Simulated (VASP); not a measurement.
# SnO in VASP: notebook, part 2 of 4

VASP 6.6.1.

## Step 4: Electric field gradients, LDA (equal xy, yz and zx shear strains of -1 %)

Contents of INCAR:

```
ALGO = Normal
EDIFF = 1E-8
ENCUT = 520
ISIF = 2
ISMEAR = -1
LASPH = True
LCHARG = False
LEFG = True
LREAL = False
LWAVE = False
NBANDS = 28
NELM = 80
PREC = Accurate
SIGMA = 0.02
```

Contents of KPOINTS:

```
k-points
0
Gamma
  6 6 5
```

Contents of POSCAR:

```
SnO
1.0
    3.8020000000     -0.0190100000     -0.0190100000
   -0.0190100000      3.8020000000     -0.0190100000
   -0.0241800000     -0.0241800000      4.8360000000
Sn O
2 2
Direct
    0.0000000000      0.5000000000      0.2385000000
    0.5000000000      0.0000000000      0.7615000000
    0.0000000000      0.0000000000      0.0000000000
    0.5000000000      0.5000000000      0.0000000000
```

Potentials or basis: VASP PAW LDA potentials, release 64 (Sn_d, O).

Run with:

```sh
$ cat potpaw_LDA.64/Sn_d/POTCAR potpaw_LDA.64/O/POTCAR > POTCAR
$ mpirun -np 1 vasp_std > vasp.out
```

OUTCAR:

```text
EDIFF = 1E-8
   ENCUT = 520
   ISIF = 2
   ISMEAR = -1
   LASPH = True
   LREAL = False
   NELM = 80
   PREC = Accurate

 ion  position               nearest neighbor table
   1  0.000  0.500  0.239-   3 2.21   4 2.21   3 2.23   4 2.23   2 3.51   2 3.55   2 3.55   2 3.56
                             2 3.66   2 3.70   2 3.70   2 3.71
   2  0.500  0.000  0.761-   3 2.21   4 2.21   4 2.23   3 2.23   1 3.51   1 3.55   1 3.55   1 3.56
                             1 3.66   1 3.70   1 3.70   1 3.71
   3  0.000  0.000  0.000-   1 2.21   2 2.21   1 2.23   2 2.23
   4  0.500  0.500  0.000-   1 2.21   2 2.21   2 2.23   1 2.23

  LATTYP: Found a base centered monoclinic cell.
 ALAT       =     5.3500908591
 B/A-ratio  =     1.0100247465
 C/A-ratio  =     1.3384557916
 COS(beta)  =    -0.7375551699

  Lattice vectors:

 A1 = (  -3.8020000000,   0.0190100000,   0.0190100000)
 A2 = (   0.0190100000,  -3.8020000000,   0.0190100000)
 A3 = (   3.7588100000,   3.7588100000,   4.7979800000)

Analysis of symmetry for initial positions (statically):
=====================================================================
 Subroutine PRICEL returns:
 Original cell was already a primitive cell.

 Routine SETGRP: Setting up the symmetry group for a
 base centered monoclinic supercell.

 Subroutine GETGRP returns: Found  4 space group operations
 (whereof  2 operations were pure point group operations)
 out of a pool of  4 trial point group operations.

The static configuration has the point symmetry C_2 .
 The point group associated with its full space group is C_2h.

Analysis of symmetry for dynamics (positions and initial velocities):
=====================================================================
 Subroutine PRICEL returns:
 Original cell was already a primitive cell.

 Routine SETGRP: Setting up the symmetry group for a
 base centered monoclinic supercell.

 Subroutine GETGRP returns: Found  4 space group operations
 (whereof  2 operations were pure point group operations)
 out of a pool of  4 trial point group operations.

The dynamic configuration has the point symmetry C_2 .
 The point group associated with its full space group is C_2h.

 Subroutine INISYM returns: Found  4 space group operations
 (whereof  2 operations are pure point group operations),
 and found     1 'primitive' translations

----------------------------------------------------------------------------------------

                                     Primitive cell

  volume of cell :      69.9001

  direct lattice vectors                    reciprocal lattice vectors
     3.802000000 -0.019010000 -0.019010000     0.263032681  0.001321772  0.001321772
    -0.019010000  3.802000000 -0.019010000     0.001321772  0.263032681  0.001321772
    -0.024180000 -0.024180000  4.836000000     0.001039160  0.001039160  0.206792856

  length of vectors
     3.802095049  3.802095049  4.836120898     0.263039323  0.263039323  0.206798078

  position of ions in fractional coordinates (direct lattice)
     1.000000000  0.500000000  0.238500000
     0.500000000  1.000000000  0.761500000
     0.000000000  0.000000000  0.000000000
     0.500000000  0.500000000  0.000000000

  ion indices of the primitive-cell ions
   primitive index   ion index
                 1           1
                 2           2
                 3           3
                 4           4

[... 85 lines left out ...]
   EFERMI =   0.00;   METHOD = LEGACY
   ISMEAR =    -1;   SIGMA  =   0.02  broadening in eV -4-tet -1-fermi 0-gaus
   EFERMI_NEDOS =   21; number of points for ismear=-14 and -15
   IALGO  =     38    algorithm
   IMIX   =      4    mixing-type and parameters
     AMIX     =   0.40;   BMIX     =  1.00
     AMIX_MAG =   1.60;   BMIX_MAG =  1.00
  volume/ion in A,a.u.               =      17.48       117.93
  Fermi-wavevector in a.u.,A,eV,Ry     =   1.359155  2.568430 25.134062  1.847301
  Thomas-Fermi vector in A             =   2.485927
   LORBIT       =      0    0 simple, 1 ext, 2 COOP (PROOUT), +10 PAW based schemes
   GGA     = CA    functional components
   LHFCALC =     F    Hartree Fock is set to
   AEXX    =    0.0000 exact exchange contribution
   IVDW    =     0    specifies the selected vdW correction
   LEPSILON=     F    determine dielectric tensor
   LRPA    =     F    only Hartree local field effects (RPA)
 non-spin polarized calculation
  energy-cutoff  :      520.00
  volume of cell :       69.90
 maximum number of plane-waves:      1898
   NGX = 15   NGY = 15   NGZ = 17

 number of electron      39.9999991 magnetization

 Free energy of the ion-electron system (eV)
  ---------------------------------------------------
  ext. energy  EPLUGINS =         0.00000000
  ---------------------------------------------------
  free energy    TOTEN  =       -25.70503522 eV

  energy without entropy =      -25.70478711  energy(sigma->0) =      -25.70491116

 E-fermi :   6.8843     XC(G=0): -10.6786

 val. band max:        6.8466469568   @ k =   0.0000   0.0000   0.0000
 cond. band min:       6.9234527869   @ k =   0.5000   0.5000  -0.0000
 fundamental gap:      0.0768058301
 Fermi energy:         6.8843028103

 k-point     1 :       0.0000    0.0000    0.0000
  band No.  band energies     occupation
      1     -14.9955      2.00000
      2     -14.5777      2.00000
      3     -14.5703      2.00000
      4     -14.5664      2.00000
      5     -14.5177      2.00000
      6     -14.5154      2.00000
[... 733 lines left out ...]
     27      15.0248      0.00000
     28      16.5079      0.00000

 [... further k-points ...]
[... 5 lines left out ...]
  --------------------------------------------------------------------------------------
  -------------------------------------------------------------------------------------
  Total       -1.1126025     -1.1126025     -1.0381219      0.3681929      0.2297415      0.2297415
  in kB      -25.5019147    -25.5019147    -23.7947484      8.4393333      5.2658961      5.2658960
  external PRESSURE =     -24.9328592 kB  Pullay stress =       0.0000000 kB

 VOLUME and BASIS-vectors are now :
 -----------------------------------------------------------------------------
  energy-cutoff  :      520.00
  volume of cell :       69.90
      direct lattice vectors                 reciprocal lattice vectors
     3.802000000 -0.019010000 -0.019010000     0.263032681  0.001321772  0.001321772
    -0.019010000  3.802000000 -0.019010000     0.001321772  0.263032681  0.001321772
    -0.024180000 -0.024180000  4.836000000     0.001039160  0.001039160  0.206792856

 POSITION                                       TOTAL-FORCE (eV/Angst)
 -----------------------------------------------------------------------------------
     -0.01527      1.89523      1.14388         0.056674      0.056674     -0.146996
      1.88259     -0.02792      3.67311        -0.056674     -0.056674      0.146996
      0.00000      0.00000      0.00000         0.031801     -0.031801     -0.000000
      1.89149      1.89149     -0.01901        -0.031801      0.031801      0.000000
 -----------------------------------------------------------------------------------
    total drift:                                0.000000      0.000000      0.000000

  FREE ENERGIE OF THE ION-ELECTRON SYSTEM (eV)
  ---------------------------------------------------
  free  energy   TOTEN  =       -25.7050352166 eV

  energy  without entropy=      -25.7047871071  energy(sigma->0) =      -25.70491116

 Electric field gradients (V/A^2)
---------------------------------------------------------------------
 ion       V_xx      V_yy      V_zz      V_xy      V_xz      V_yz
---------------------------------------------------------------------
   1      82.356    82.356  -164.713     1.306    -9.414    -9.414
   2      82.356    82.356  -164.713     1.306    -9.414    -9.414
   3      -0.972    -0.972     1.944    -3.167     0.231     0.231
   4      -0.972    -0.972     1.944    -3.167     0.231     0.231
---------------------------------------------------------------------

 Electric field gradients after diagonalization (V/A^2)
 (convention: |V_zz| > |V_xx| > |V_yy|)
----------------------------------------------------------------------
 ion       V_xx      V_yy      V_zz     asymmetry (V_yy - V_xx)/ V_zz
----------------------------------------------------------------------
   1      84.374    81.050  -165.424       0.020
   2      84.374    81.050  -165.424       0.020
   3       2.195     1.962    -4.157       0.056
   4       2.195     1.962    -4.157       0.056
----------------------------------------------------------------------

           NMR quadrupolar parameters

 Cq : quadrupolar parameter    Cq=e*Q*V_zz/h
 eta: asymmetry parameters     (V_yy - V_xx)/ V_zz
 Q  : nuclear electric quadrupole moment in mb (millibarn)
----------------------------------------------------------------------
 ion       Cq(MHz)       eta       Q (mb)
----------------------------------------------------------------------
   1      -0.400       0.020       1.000
   2      -0.400       0.020       1.000
   3      -0.010       0.056       1.000
   4      -0.010       0.056       1.000
----------------------------------------------------------------------
```

OSZICAR:

```text
N       E                     dE             d eps       ncg     rms          rms(c)
DAV:   1     0.416424091559E+03    0.41642E+03   -0.19980E+04  3176   0.220E+03
DAV:   2     0.352814130467E+02   -0.38114E+03   -0.36612E+03  3148   0.542E+02
DAV:   3    -0.263170005030E+02   -0.61598E+02   -0.60470E+02  3576   0.182E+02
DAV:   4    -0.292455520103E+02   -0.29286E+01   -0.29151E+01  3496   0.426E+01
DAV:   5    -0.293165869457E+02   -0.71035E-01   -0.71025E-01  3420   0.722E+00    0.114E+01
DAV:   6    -0.258296526059E+02    0.34869E+01   -0.16116E+01  5000   0.454E+01    0.511E+00
DAV:   7    -0.257600871288E+02    0.69565E-01   -0.20018E+00  3704   0.870E+00    0.242E+00
DAV:   8    -0.257178270102E+02    0.42260E-01   -0.31679E-01  3660   0.363E+00    0.765E-01
DAV:   9    -0.257046697926E+02    0.13157E-01   -0.39554E-02  4944   0.211E+00    0.214E-01
DAV:  10    -0.257053919549E+02   -0.72216E-03   -0.61590E-03  4480   0.697E-01    0.136E-01
DAV:  11    -0.257050177193E+02    0.37424E-03   -0.14472E-03  4748   0.358E-01    0.182E-02
DAV:  12    -0.257050387565E+02   -0.21037E-04   -0.21944E-04  3172   0.816E-02    0.237E-02
DAV:  13    -0.257050356006E+02    0.31559E-05   -0.11032E-05  4280   0.298E-02    0.664E-03
DAV:  14    -0.257050352553E+02    0.34529E-06   -0.18734E-06  4004   0.866E-03    0.129E-03
DAV:  15    -0.257050352223E+02    0.32993E-07   -0.25972E-07  3692   0.402E-03    0.156E-03
DAV:  16    -0.257050352166E+02    0.57271E-08   -0.31644E-08  3204   0.121E-03
   1 F= -.25705035E+02 E0= -.25704911E+02  d E =-.248110E-03
```

stdout:

```text
POSCAR found type information on POSCAR SnO
 POSCAR found :  2 types and       4 ions
 scaLAPACK will be used
 LDA part: xc-table for (Slater(with rela. corr.)+CA(PZ))
 , standard interpolation
 POSCAR, INCAR and KPOINTS ok, starting setup
 FFT: planning ... GRIDC
 FFT: planning ... GRID_SOFT
 FFT: planning ... GRID
 WAVECAR not read
 entering main loop
ion   1

ion   2

ion   3

ion   4
```

It took 65 s on 1 thread of Intel Xeon Platinum 8488C (Sapphire Rapids), shared host; peak memory 0.2 GiB.

What came out:

- Free energy: -25.7050 eV
- Pressure: -2.5 GPa
- Largest force: 0.167 eV/Å
- Band gap on the k mesh: 0.08 eV (least direct gap 1.92 eV)
- Largest electric field gradient by atom: Sn -165.4; O -4.2 V/Å²

Forces on the atoms (eV/Å):
```
Sn   0.057  0.057 -0.147
Sn  -0.057 -0.057  0.147
O    0.032 -0.032  0.000
O   -0.032  0.032  0.000
```

Levels at points of the mesh, in eV from the valence-band top:
```tsv
k point	band 18	band 19	band 20	band 21	band 22	band 23
(0.00, 0.00, 0.00)	-3.21	-3.07	0.00	2.09	4.26	4.66
(0.50, 0.00, 0.00)	-4.83	-2.71	-2.66	3.11	3.21	5.81
(0.50, 0.50, 0.00)	-2.42	-1.90	-1.84	0.08	0.10	4.36
```

Electric field gradients, principal values (V/Å²):
| atom | least | middle | greatest (by size) |
| --- | --- | --- | --- |
| 1 Sn | 81.050 | 84.374 | -165.424 |
| 2 Sn | 81.050 | 84.374 | -165.424 |
| 3 O | 1.962 | 2.195 | -4.157 |
| 4 O | 1.962 | 2.195 | -4.157 |

Caveat: the cell differs from its parent crystal (equal xy, yz and zx shear strains of -1 %); without QUAD_EFG the Cq values of the log hold for a quadrupole moment of 1 mb, not for the nuclei; spin-orbit coupling is left out, which moves the levels of the heavy elements; an odd mesh through Γ misses points on the zone boundary, where band edges can lie.

(Continued in part 3 of 4.)
